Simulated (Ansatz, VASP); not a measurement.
**One calculation of HPbNO4, two programs**

```
CELL_PARAMETERS angstrom
4.27531 -0.00040 0.00636
-2.08399 5.20775 -0.04907
-2.12377 -1.86574 4.91491
ATOMIC_POSITIONS crystal
H 0.99073 0.03330 0.90994
Pb 0.50274 0.81989 0.14287
N 0.00838 0.47408 0.50265
O 0.99816 0.92741 0.02877
O 0.19467 0.73435 0.60852
O 0.81673 0.35882 0.24556
O 0.01381 0.33121 0.65217
```

Alike in both runs: task single point; functional PBE; k mesh 6 × 4 × 4; occupations fermi-dirac, width 0.05 eV; no spin polarisation.

|  | VASP | Ansatz |
| --- | --- | --- |
| version | VASP 6.6.1 | Ansatz 0.2.0 |
| potentials or method | VASP PAW PBE potentials, release 64 (H, Pb_d, N, O), cutoff 520 eV | all-electron LAPW, scalar-relativistic |

Ansatz gave:

- gap on the k mesh at the Fermi level (eV): 2.87
- least direct gap on the mesh (eV): 3.18
- pressure (GPa): -0.1
- traceless stress, the component that is largest in VASP (GPa): 0.10
- rms of the force components (eV/Å): 0.020

**Question.** Estimate VASP's values.

**Answer.** gap on the k mesh at the Fermi level (eV): 2.84; least direct gap on the mesh (eV): 3.14; pressure (GPa): 0.6; traceless stress, the component that is largest in VASP (GPa): -0.76; rms of the force components (eV/Å): 0.149.

Atom by atom the forces differ by 0.168 eV/Å (rms over components). One of these differences is far larger than is usual between the two programs; its cause wasn't traced. Ansatz ran all-electron here, and VASP with PAW potentials.

Neither program's run includes spin-orbit coupling.
